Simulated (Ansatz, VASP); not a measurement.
## One calculation of MoS2, two programs

File INCAR:

```
ALGO = Normal
EDIFF = 1E-6
ENCUT = 520
GGA = PE
ISIF = 2
ISMEAR = -1
LASPH = True
LCHARG = False
LREAL = False
LWAVE = False
NBANDS = 35
NELM = 60
PREC = Accurate
SIGMA = 0.03
```

Contents of KPOINTS:

```
k-points
0
Gamma
  10 10 3
```

The input POSCAR:

```
MoS2
1.0
    3.1610016016      0.0000000000      0.0000000000
   -1.5805008008      2.7375076884      0.0000000000
    0.0000000000      0.0000000000     12.0491000000
Mo S
2 4
Direct
    0.3333333333      0.6666666667      0.2500000000
    0.6666666667      0.3333333333      0.7500000000
    0.3333333333      0.6666666667      0.6275000000
    0.6666666667      0.3333333333      0.1275000000
    0.3333333333      0.6666666667      0.8725000000
    0.6666666667      0.3333333333      0.3725000000
```

Input for Ansatz:

```yaml
crystal:
  lattice:
    - [3.1610016016, 0.0, 0.0]
    - [-1.5805008008, 2.7375076884, 0.0]
    - [0.0, 0.0, 12.0491]
  atoms:
    - { symbol: Mo, position: [0.3333333333, 0.6666666667, 0.25] }
    - { symbol: Mo, position: [0.6666666667, 0.3333333333, 0.75] }
    - { symbol: S, position: [0.3333333333, 0.6666666667, 0.6275] }
    - { symbol: S, position: [0.6666666667, 0.3333333333, 0.1275] }
    - { symbol: S, position: [0.3333333333, 0.6666666667, 0.8725] }
    - { symbol: S, position: [0.6666666667, 0.3333333333, 0.3725] }
kpoints:
  mp_grid: { grid: [10, 10, 3] }
  band_path:
    path:
      - [0.0, 0.0, 0.0]
      - [0.5, 0.0, 0.0]
      - [0.3333333333, 0.3333333333, 0.0]
      - [0.0, 0.0, 0.0]
      - [0.0, 0.0, 0.5]
      - [0.5, 0.0, 0.5]
      - [0.3333333333, 0.3333333333, 0.5]
      - [0.0, 0.0, 0.5]
      - [0.5, 0.0, 0.5]
    npoints: 5
scf:
  occupations: { method: fermi_dirac, width: 0.03 }
hamiltonian:
  xc: pbe
  pseudopotentials: { kind: all_electron, lapw: { basis_error: 0.001 } }
output:
  forces: true
  stress: true
  eigenvalues: true
```

Change from the starting cell: zz strain of -2 %.

Alike in both runs: task single point; functional PBE; k mesh 10 × 10 × 3; occupations fermi-dirac, width 0.03 eV; no spin polarisation.

|  | VASP | Ansatz |
| --- | --- | --- |
| version | VASP 6.6.1 | Ansatz 0.2.0 |
| potentials or method | VASP PAW PBE potentials, release 64 (Mo_sv, S), cutoff 520 eV | all-electron LAPW, scalar-relativistic |

```csv
,VASP,Ansatz,Ansatz less VASP
pressure (GPa),12.6,12.8,+0.21
"traceless stress, the component that is largest in VASP (GPa)",7.09,7.14,+0.050
rms of the force components (eV/Å),0.875,0.886,+0.0108
```

Atom by atom the forces differ by 0.011 eV/Å (rms over components). Ansatz ran all-electron here, and VASP with PAW potentials.
